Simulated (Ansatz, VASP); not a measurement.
# Two plane-wave programs on Pb

Contents of INCAR:

```
PREC = Accurate
ENCUT = 520
EDIFF = 1E-6
ISMEAR = 0
SIGMA = 0.15
LREAL = F
LASPH = T
NELM = 100
ALGO = Fast
ISIF = 2
LWAVE = F
LCHARG = F
GGA = PS
NBANDS = 21
```

The input KPOINTS:

```
Automatic mesh
0
Gamma
  18 18 10
```

Contents of POSCAR:

```
Pb
1.0
    3.7584007458      0.0000000000      0.0000000000
   -1.8792003729      3.2548705235      0.0000000000
    0.0000000000      0.0000000000      5.1428000000
Pb
2
Direct
    0.3333333333      0.6666666667      0.2500000000
    0.6666666667      0.3333333333      0.7500000000
```

Input for Ansatz:

```yaml
crystal:
  lattice:
    - [3.7584007458, 0.0, 0.0]
    - [-1.8792003729, 3.2548705235, 0.0]
    - [0.0, 0.0, 5.1428]
  atoms:
    - { symbol: Pb, position: [0.3333333333, 0.6666666667, 0.25] }
    - { symbol: Pb, position: [0.6666666667, 0.3333333333, 0.75] }
basis:
  ecutwfc: 420
kpoints:
  mp_grid: { grid: [18, 18, 10] }
hamiltonian:
  xc: pbesol
scf:
  occupations: { method: gaussian, width: 0.15 }
output:
  forces: true
  stress: true
  eigenvalues: true
  write_density: true
  write_potential: true
  elf: true
  volumetric_format: npy
```

Change from the starting cell: strain +0.080 along x and y, -0.080 along z, atoms carried along.

Alike in both runs: task single point; functional PBEsol; k mesh 18 × 18 × 10; occupations gaussian, width 0.15 eV; no spin polarisation.

|  | VASP | Ansatz |
| --- | --- | --- |
| version | VASP 6.6.1 | Ansatz 0.2.0 |
| potentials or method | VASP PAW PBE potentials, release 64 (Pb_d), cutoff 520 eV | scalar-relativistic, plane waves, PAW |
| valence electrons in the cell | 28 | 28 |

Ansatz gave:

| Quantity | Value |
| --- | --- |
| gap on the k mesh at the Fermi level (eV) | none |
| pressure (GPa) | -1.1 |
| traceless stress, the component that is largest in VASP (GPa) | 2.46 |

Task: What did VASP give for the same quantities?

Result: gap on the k mesh at the Fermi level (eV): none; pressure (GPa): -1.2; traceless stress, the component that is largest in VASP (GPa): 2.45.

VASP's potentials were made for PBE, not for PBEsol. A gap of «none» marks a metal or a gap that the smearing closes. With one functional, cell and mesh, what is left measures potentials, basis and numerics.

Neither program's run includes spin-orbit coupling.
